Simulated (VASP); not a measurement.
Runs of VASP 6.6.1 on CdSe. Symmetry: Fm-3m, No. 225, cubic system. The conventional cell has a = 5.748 Å, b = 5.748 Å, c = 5.748 Å, α = 90.00°, β = 90.00°, γ = 90.00°. Cd (site symmetry m-3m) has 6 Se at 2.87 Å within 3.8 Å. Within 3.8 Å of Se (site symmetry m-3m) lie 6 Cd at 2.87 Å. 

```tsv
task	level	spin	U	cell	k mesh	gap on the mesh (eV)	pressure (GPa)	moment (μB)
single point	PBE+U	collinear, zero start	Cd d U = 4.7 eV	as given	4 × 4 × 4	none	(a)	0.00
relaxation of the atoms	PBE	off	-	atoms relaxed	5 × 5 × 5	0.08	0.2	-
single point	PBE+D3(BJ)	collinear, ferromagnetic start	-	as given	1 × 2 × 2, shifted	(b)	-9.8	0.00
single point	PBE	off	-	as given	5 × 5 × 5	0.08	0.2	-
single point	PBE+U	off	Cd d U = 3.2 eV	as given	4 × 2 × 1, shifted	2.20	-2.0	-
```

Alike in all rows: potentials or basis VASP PAW PBE potentials, release 64 (Cd, Se); cutoff (eV) 520; smearing gaussian 0.1 eV.

Task: Estimate the missing entries.

Result: (a) -0.3; (b) 3.07.

Caveats: some runs use coarse meshes; the relaxation stopped at its first step, so nothing moved (some runs).

A k mesh can miss the band edges, and the runs leave out spin-orbit coupling on Cd, Se.

A gap of «none» marks levels without a gap at the run's occupations.
